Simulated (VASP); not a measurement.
A run of VASP 6.6.1 is set up as follows.

The input INCAR:

```
SYSTEM = Nb
  ALGO = Normal
  EDIFF = 1E-7
  ENCUT = 520
  ISIF = 2
  ISMEAR = -1
  LASPH = .True.
  LCHARG = .False.
  LREAL = .False.
  LWAVE = .False.
  NBANDS = 12
  NELM = 80
  PREC = Accurate
  SIGMA = 0.05
```

Contents of KPOINTS:

```
k-points
0
Gamma
  11 11 11
  0 0 0
```

File POSCAR:

```
Nb
1.0
    0.0000000000      2.1008049414      2.1008049414
    2.1008049414      0.0000000000      2.1008049414
    2.1008049414      2.1008049414      0.0000000000
Nb
1
Direct
    0.0000000000      0.0000000000      0.0000000000
```

Potentials or basis: VASP PAW LDA potentials, release 64 (Nb_sv).

Launch:

```bash
$ cat potpaw_LDA.64/Nb_sv/POTCAR > POTCAR
$ mpirun -np 1 vasp_std > vasp.out
```

Problem. Predict the pressure.

Solution. -8.1 GPa.
